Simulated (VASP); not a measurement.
# Al2O3 (R-3c) in VASP: notebook, part 2 of 2

VASP 6.6.1.

## (3) Single point, PBE (8.84 Å³/atom)

This run uses another cell than the first one, of 8.84 Å³/atom.

File INCAR:

```
SYSTEM = Al2O3
ALGO = Normal
EDIFF = 1E-7
ENCUT = 520
GGA = PE
ISIF = 2
ISMEAR = -1
LASPH = .True.
LCHARG = .True.
LELF = .True.
LREAL = .False.
LVHAR = .True.
LWAVE = .False.
NBANDS = 35
NELM = 60
PREC = Accurate
SIGMA = 0.02
```

File KPOINTS:

```
k-points
0
Gamma
  8 8 8
  0 0 0
```

File POSCAR:

```
Al2O3
1.0
    2.4115726709      1.3923221307      4.3888714495
   -2.4115726709      1.3923221307      4.3888714495
    0.0000000000     -2.7846442615      4.3888714494
Al O
4 6
Direct
    0.3521750081      0.3521750081      0.3521750081
    0.1478249919      0.1478249919      0.1478249919
    0.6478249919      0.6478249919      0.6478249919
    0.8521750081      0.8521750081      0.8521750081
    0.5561509725      0.9438490275      0.2500000000
    0.2500000000      0.5561509725      0.9438490275
    0.9438490275      0.2500000000      0.5561509725
    0.4438490275      0.0561509725      0.7500000000
    0.7500000000      0.4438490275      0.0561509725
    0.0561509725      0.7500000000      0.4438490275
```

Potentials or basis: VASP PAW PBE potentials, release 64 (Al, O).

Command:

```console
cat potpaw_PBE.64/Al/POTCAR potpaw_PBE.64/O/POTCAR > POTCAR
mpirun -np 1 vasp_std > vasp.out
```

OUTCAR:

```text
SYSTEM = Al2O3
   EDIFF = 1E-7
   ENCUT = 520
   GGA = PE
   ISIF = 2
   ISMEAR = -1
   LASPH = .True.
   LREAL = .False.
   NELM = 60
   PREC = Accurate

 ion  position               nearest neighbor table
   1  0.352  0.352  0.352-  10 1.88   8 1.88   9 1.88   6 2.00   5 2.00   7 2.00   2 2.69   3 2.83
                             3 2.83   3 2.83   2 3.26   2 3.26   2 3.26
   2  0.148  0.148  0.148-   9 1.88   8 1.88  10 1.88   7 2.00   5 2.00   6 2.00   1 2.69   4 2.83
                             4 2.83   4 2.83   1 3.26   1 3.26   1 3.26
   3  0.648  0.648  0.648-   7 1.88   5 1.88   6 1.88   9 2.00   8 2.00  10 2.00   4 2.69   1 2.83
                             1 2.83   1 2.83   4 3.26   4 3.26   4 3.26
   4  0.852  0.852  0.852-   6 1.88   5 1.88   7 1.88  10 2.00   8 2.00   9 2.00   3 2.69   2 2.83
                             2 2.83   2 2.83   3 3.26   3 3.26   3 3.26
   5  0.556  0.944  0.250-   3 1.88   4 1.88   1 2.00   2 2.00
   6  0.250  0.556  0.944-   4 1.88   3 1.88   1 2.00   2 2.00
   7  0.944  0.250  0.556-   3 1.88   4 1.88   2 2.00   1 2.00
   8  0.444  0.056  0.750-   1 1.88   2 1.88   3 2.00   4 2.00
   9  0.750  0.444  0.056-   2 1.88   1 1.88   3 2.00   4 2.00
  10  0.056  0.750  0.444-   1 1.88   2 1.88   4 2.00   3 2.00

  LATTYP: Found a trigonal (rhomboedric) cell.
 ALAT       =     5.1977337622
 COS(alpha) =     0.5694707703

  Lattice vectors:

 A1 = (   2.4115726709,   1.3923221307,   4.3888714495)
 A2 = (  -2.4115726709,   1.3923221307,   4.3888714495)
 A3 = (   0.0000000000,  -2.7846442615,   4.3888714494)

Analysis of symmetry for initial positions (statically):
=====================================================================
 Subroutine PRICEL returns:
 Original cell was already a primitive cell.

 Routine SETGRP: Setting up the symmetry group for a
 trigonal (rhombohedral) supercell.

 Subroutine GETGRP returns: Found 12 space group operations
 (whereof  6 operations were pure point group operations)
[... 159 lines left out ...]
   GGA     = PE    functional components
   LHFCALC =     F    Hartree Fock is set to
   AEXX    =    0.0000 exact exchange contribution
   IVDW    =     0    specifies the selected vdW correction
   LEPSILON=     F    determine dielectric tensor
   LRPA    =     F    only Hartree local field effects (RPA)
 non-spin polarized calculation
  energy-cutoff  :      520.00
  volume of cell :       88.42
 maximum number of plane-waves:      2399
   NGX = 19   NGY = 19   NGZ = 19

 number of electron      48.0000005 magnetization

 Free energy of the ion-electron system (eV)
  ---------------------------------------------------
  ext. energy  EPLUGINS =         0.00000000
  ---------------------------------------------------
  free energy    TOTEN  =       -74.80735340 eV

  energy without entropy =      -74.80735340  energy(sigma->0) =      -74.80735340

 E-fermi :   6.1607     XC(G=0): -11.4929

 val. band max:        5.6964870772   @ k =   0.0000   0.0000   0.0000
 cond. band min:      11.4308574879   @ k =   0.0000   0.0000   0.0000
 fundamental gap:      5.7343704107
 Fermi energy:         6.1606606877

 k-point     1 :       0.0000    0.0000    0.0000
  band No.  band energies     occupation
      1     -13.2462      2.00000
      2     -11.0612      2.00000
      3     -10.8023      2.00000
      4     -10.8023      2.00000
      5     -10.4995      2.00000
      6     -10.4995      2.00000
[... 901 lines left out ...]
     34      18.6926      0.00000
     35      19.2096      0.00000

 [... further k-points ...]

------------------------ aborting loop because EDIFF is reached ----------------------------------------

  FORCE on cell =-STRESS in cart. coord.  units (eV):
  Direction    XX          YY          ZZ          XY          YZ          ZX
  --------------------------------------------------------------------------------------
  -------------------------------------------------------------------------------------
  Total       -1.2375948     -1.2375948     -1.2459209      0.0000000     -0.0000000      0.0000000
  in kB      -22.4256419    -22.4256419    -22.5765120      0.0000000     -0.0000000      0.0000000
  external PRESSURE =     -22.4759319 kB  Pullay stress =       0.0000000 kB

 VOLUME and BASIS-vectors are now :
 -----------------------------------------------------------------------------
  energy-cutoff  :      520.00
  volume of cell :       88.42
      direct lattice vectors                 reciprocal lattice vectors
     2.411572671  1.392322131  4.388871449     0.207333582  0.119704099  0.075949669
    -2.411572671  1.392322131  4.388871449    -0.207333582  0.119704099  0.075949669
     0.000000000 -2.784644261  4.388871449     0.000000000 -0.239408199  0.075949669

 POSITION                                       TOTAL-FORCE (eV/Angst)
 -----------------------------------------------------------------------------------
      0.00000     -0.00000      4.63695         0.000000     -0.000000      0.000986
      0.00000     -0.00000      1.94635         0.000000      0.000000     -0.000986
      0.00000     -0.00000      8.52966         0.000000      0.000000     -0.000986
      0.00000     -0.00000     11.22026         0.000000     -0.000000      0.000986
     -0.93496      1.39232      7.68053        -0.007420     -0.000000     -0.000000
     -0.73831     -1.50586      7.68053         0.003710     -0.006425     -0.000000
      1.67327      0.11354      7.68053         0.003710      0.006425      0.000000
      0.93496     -1.39232      5.48609         0.007420     -0.000000     -0.000000
      0.73831      1.50586      5.48609        -0.003710      0.006425      0.000000
     -1.67327     -0.11354      5.48609        -0.003710     -0.006425     -0.000000
 -----------------------------------------------------------------------------------
    total drift:                               -0.000000     -0.000000      0.000000

  FREE ENERGIE OF THE ION-ELECTRON SYSTEM (eV)
  ---------------------------------------------------
  free  energy   TOTEN  =       -74.8073533978 eV

  energy  without entropy=      -74.8073533978  energy(sigma->0) =      -74.80735340
```

OSZICAR:

```text
N       E                     dE             d eps       ncg     rms          rms(c)
DAV:   1     0.225884112353E+03    0.22588E+03   -0.25160E+04  4566   0.130E+03
DAV:   2    -0.696627575104E+02   -0.29555E+03   -0.28575E+03  5831   0.284E+02
DAV:   3    -0.826570564365E+02   -0.12994E+02   -0.12949E+02  5846   0.607E+01
DAV:   4    -0.827571846194E+02   -0.10013E+00   -0.10007E+00  5676   0.616E+00
DAV:   5    -0.827584197760E+02   -0.12352E-02   -0.12350E-02  5693   0.681E-01    0.173E+01
DAV:   6    -0.747379759518E+02    0.80204E+01   -0.28559E+01  5505   0.283E+01    0.587E+00
DAV:   7    -0.747856949659E+02   -0.47719E-01   -0.82080E-01  5558   0.448E+00    0.327E+00
DAV:   8    -0.748029568668E+02   -0.17262E-01   -0.90415E-02  5385   0.230E+00    0.676E-01
DAV:   9    -0.748066808238E+02   -0.37240E-02   -0.21339E-02  5900   0.780E-01    0.312E-01
DAV:  10    -0.748073964561E+02   -0.71563E-03   -0.90573E-04  5105   0.177E-01    0.755E-02
DAV:  11    -0.748073508007E+02    0.45655E-04   -0.39093E-04  5780   0.112E-01    0.224E-02
DAV:  12    -0.748073541507E+02   -0.33500E-05   -0.22608E-05  5236   0.282E-02    0.649E-03
DAV:  13    -0.748073534518E+02    0.69890E-06   -0.42800E-06  5852   0.113E-02    0.135E-03
DAV:  14    -0.748073533159E+02    0.13595E-06   -0.20136E-07  4292   0.274E-03    0.829E-04
DAV:  15    -0.748073533978E+02   -0.81906E-07   -0.21622E-08  3252   0.920E-04
   1 F= -.74807353E+02 E0= -.74807353E+02  d E =-.213867E-11
```

stdout:

```text
POSCAR found type information on POSCAR AlO
 POSCAR found :  2 types and      10 ions
 scaLAPACK will be used
 LDA part: xc-table for (Slater+PW92), standard interpolation
 POSCAR, INCAR and KPOINTS ok, starting setup
 FFT: planning ... GRIDC
 FFT: planning ... GRID_SOFT
 FFT: planning ... GRID
 WAVECAR not read
 entering main loop
```

Run time: 3.4 min. Hardware: 1 thread of Intel Xeon Platinum 8488C (Sapphire Rapids), shared host; peak memory 0.31 GiB.

Results:

```yaml
Free_energy: -74.8074 eV
Pressure: -2.2 GPa
Largest_force: 0.007 eV/Å
Band_gap_on_the_k_mesh: 5.73 eV
```

Forces in eV/Å, atoms in the order of the input:
```
Al   0.000  0.000  0.001
Al   0.000  0.000 -0.001
Al   0.000  0.000 -0.001
Al   0.000  0.000  0.001
O   -0.007  0.000  0.000
O    0.004 -0.006  0.000
O    0.004  0.006  0.000
O    0.007  0.000  0.000
O   -0.004  0.006  0.000
O   -0.004 -0.006  0.000
```

Levels at points of the mesh, in eV from the valence-band top:
| k point | band 21 | band 22 | band 23 | band 24 | band 25 | band 26 | band 27 | band 28 |
| --- | --- | --- | --- | --- | --- | --- | --- | --- |
| (0.00, 0.00, 0.00) | -0.45 | -0.03 | -0.03 | 0.00 | 5.73 | 8.84 | 10.25 | 11.18 |
| (0.50, 0.00, 0.00) | -0.84 | -0.84 | -0.24 | -0.24 | 9.03 | 9.03 | 9.26 | 9.26 |
| (0.50, 0.50, 0.00) | -0.95 | -0.86 | -0.68 | -0.23 | 9.23 | 9.44 | 9.51 | 10.05 |
| (0.50, 0.50, 0.50) | -0.34 | -0.34 | -0.34 | -0.34 | 8.25 | 8.25 | 10.76 | 10.76 |

## (4) Single point, PBE (9.01 Å³/atom)

This run uses another cell than the first one, of 9.01 Å³/atom.

File INCAR:

```
PREC = Accurate
ENCUT = 520
EDIFF = 1E-6
ISMEAR = -1
SIGMA = 0.02
LREAL = False
LASPH = True
NELM = 100
ALGO = Normal
ISIF = 2
LWAVE = False
LCHARG = False
GGA = PE
NBANDS = 35
```

File KPOINTS:

```
regular mesh
0
Gamma
  8 8 8
```

File POSCAR:

```
Al2O3
1.0
    2.4269334206      1.4011906636      4.4168267984
   -2.4269334206      1.4011906636      4.4168267984
    0.0000000000     -2.8023813274      4.4168267984
Al O
4 6
Direct
    0.3522345354      0.3522345354      0.3522345354
    0.1477654646      0.1477654646      0.1477654646
    0.6477654646      0.6477654646      0.6477654646
    0.8522345354      0.8522345354      0.8522345354
    0.5559632372      0.9440367628      0.2500000000
    0.2500000000      0.5559632372      0.9440367628
    0.9440367628      0.2500000000      0.5559632372
    0.4440367628      0.0559632372      0.7500000000
    0.7500000000      0.4440367628      0.0559632372
    0.0559632372      0.7500000000      0.4440367628
```

Potentials or basis: VASP PAW PBE potentials, release 64 (Al, O).

Command:

```console
cat potpaw_PBE.64/Al/POTCAR potpaw_PBE.64/O/POTCAR > POTCAR
mpirun -np 1 vasp_std > vasp.out
```

OUTCAR:

```text
PREC = Accurate
   ENCUT = 520
   EDIFF = 1E-6
   ISMEAR = -1
   LREAL = False
   LASPH = True
   NELM = 100
   ISIF = 2
   GGA = PE

 ion  position               nearest neighbor table
   1  0.352  0.352  0.352-   9 1.89   8 1.89  10 1.89   7 2.01   5 2.01   6 2.01   2 2.71   3 2.85
                             3 2.85   3 2.85   2 3.28   2 3.28   2 3.28
   2  0.148  0.148  0.148-  10 1.89   8 1.89   9 1.89   6 2.01   5 2.01   7 2.01   1 2.71   4 2.85
                             4 2.85   4 2.85   1 3.28   1 3.28   1 3.28
   3  0.648  0.648  0.648-   6 1.89   5 1.89   7 1.89  10 2.01   8 2.01   9 2.01   4 2.71   1 2.85
                             1 2.85   1 2.85   4 3.28   4 3.28   4 3.28
   4  0.852  0.852  0.852-   7 1.89   5 1.89   6 1.89   9 2.01   8 2.01  10 2.01   3 2.71   2 2.85
                             2 2.85   2 2.85   3 3.28   3 3.28   3 3.28
[... 1141 lines left out ...]
  energy-cutoff  :      520.00
  volume of cell :       90.12
      direct lattice vectors                 reciprocal lattice vectors
     2.426933421  1.401190664  4.416826798     0.206021309  0.118946458  0.075468962
    -2.426933421  1.401190664  4.416826798    -0.206021309  0.118946458  0.075468962
     0.000000000 -2.802381327  4.416826798     0.000000000 -0.237892916  0.075468962

 POSITION                                       TOTAL-FORCE (eV/Angst)
 -----------------------------------------------------------------------------------
      0.00000     -0.00000      4.66728         0.000000      0.000000     -0.000287
      0.00000     -0.00000      1.95796         0.000000     -0.000000      0.000287
      0.00000     -0.00000      8.58320         0.000000     -0.000000      0.000287
      0.00000     -0.00000     11.29252         0.000000      0.000000     -0.000287
     -0.94183      1.40119      7.72945        -0.007895      0.000000     -0.000000
     -0.74255     -1.51624      7.72945         0.003948     -0.006838     -0.000000
      1.68438      0.11505      7.72945         0.003948      0.006838     -0.000000
      0.94183     -1.40119      5.52103         0.007895      0.000000     -0.000000
      0.74255      1.51624      5.52103        -0.003948      0.006838     -0.000000
     -1.68438     -0.11505      5.52103        -0.003948     -0.006838     -0.000000
 -----------------------------------------------------------------------------------
    total drift:                                0.000000      0.000000     -0.000000

  FREE ENERGIE OF THE ION-ELECTRON SYSTEM (eV)
  ---------------------------------------------------
  free  energy   TOTEN  =       -74.7642095309 eV

  energy  without entropy=      -74.7642095309  energy(sigma->0) =      -74.76420953
```

OSZICAR:

```text
N       E                     dE             d eps       ncg     rms          rms(c)
DAV:   1     0.220924494429E+03    0.22092E+03   -0.25041E+04  4550   0.130E+03
DAV:   2    -0.695579107729E+02   -0.29048E+03   -0.28072E+03  5806   0.281E+02
DAV:   3    -0.825698831719E+02   -0.13012E+02   -0.12963E+02  5905   0.608E+01
DAV:   4    -0.826724774646E+02   -0.10259E+00   -0.10253E+00  5668   0.621E+00
DAV:   5    -0.826737618358E+02   -0.12844E-02   -0.12841E-02  5762   0.692E-01    0.172E+01
DAV:   6    -0.746971800587E+02    0.79766E+01   -0.28723E+01  5517   0.283E+01    0.583E+00
DAV:   7    -0.747438309546E+02   -0.46651E-01   -0.78124E-01  5486   0.443E+00    0.326E+00
DAV:   8    -0.747597276921E+02   -0.15897E-01   -0.92016E-02  5515   0.233E+00    0.666E-01
DAV:   9    -0.747635030021E+02   -0.37753E-02   -0.20302E-02  5908   0.758E-01    0.310E-01
DAV:  10    -0.747642581538E+02   -0.75515E-03   -0.97490E-04  5105   0.183E-01    0.756E-02
DAV:  11    -0.747642067667E+02    0.51387E-04   -0.40591E-04  5716   0.114E-01    0.225E-02
DAV:  12    -0.747642103440E+02   -0.35774E-05   -0.24146E-05  5329   0.290E-02    0.692E-03
DAV:  13    -0.747642095309E+02    0.81313E-06   -0.49667E-06  5684   0.121E-02
   1 F= -.74764210E+02 E0= -.74764210E+02  d E =-.260724E-10
```

stdout:

```text
POSCAR found type information on POSCAR AlO
 POSCAR found :  2 types and      10 ions
 scaLAPACK will be used
 LDA part: xc-table for (Slater+PW92), standard interpolation
 POSCAR, INCAR and KPOINTS ok, starting setup
 FFT: planning ... GRIDC
 FFT: planning ... GRID_SOFT
 FFT: planning ... GRID
 WAVECAR not read
 entering main loop
```

Run time: 2.8 min. Hardware: 1 thread of Intel Xeon Platinum 8488C (Sapphire Rapids), shared host; peak memory 0.32 GiB.

Results:

```yaml
Free_energy: -74.7642 eV
Pressure: -6.3 GPa
Largest_force: 0.008 eV/Å
Band_gap_on_the_k_mesh: 5.50 eV
```

Forces on the atoms (eV/Å):
```
Al   0.000  0.000  0.000
Al   0.000  0.000  0.000
Al   0.000  0.000  0.000
Al   0.000  0.000  0.000
O   -0.008  0.000  0.000
O    0.004 -0.007  0.000
O    0.004  0.007  0.000
O    0.008  0.000  0.000
O   -0.004  0.007  0.000
O   -0.004 -0.007  0.000
```

Stress tensor (GPa, compression positive):
```
-6.38  0.00  0.00
 0.00 -6.38  0.00
 0.00  0.00 -6.17
```

Caveat: the cell stands under tension.

## (5) The runs side by side

```csv
cell,gap on the mesh (eV),pressure (GPa),largest force (eV/Å)
"a = 5.240 Å, angles 54.0°, 10 atoms, atomic positions A",5.81,0.2,-
"a = 5.198 Å, angles 55.3°, 10 atoms, atomic positions B",5.73,-2.2,0.01
"a = 5.231 Å, angles 55.3°, 10 atoms, atomic positions C",5.50,-6.3,0.01
```

Alike in all rows: task single point; level PBE; potentials or basis VASP PAW PBE potentials, release 64 (Al, O); no spin polarisation; k mesh 8 × 8 × 8; cutoff (eV) 520; smearing fermi-dirac 0.02 eV.

Caveats: the stress differs along the axes, from -7 to 4 GPa (at least some runs); the cell stands under tension (at least some runs).

Total energies depend on the potentials used, so only differences within one code and one set of settings carry meaning.
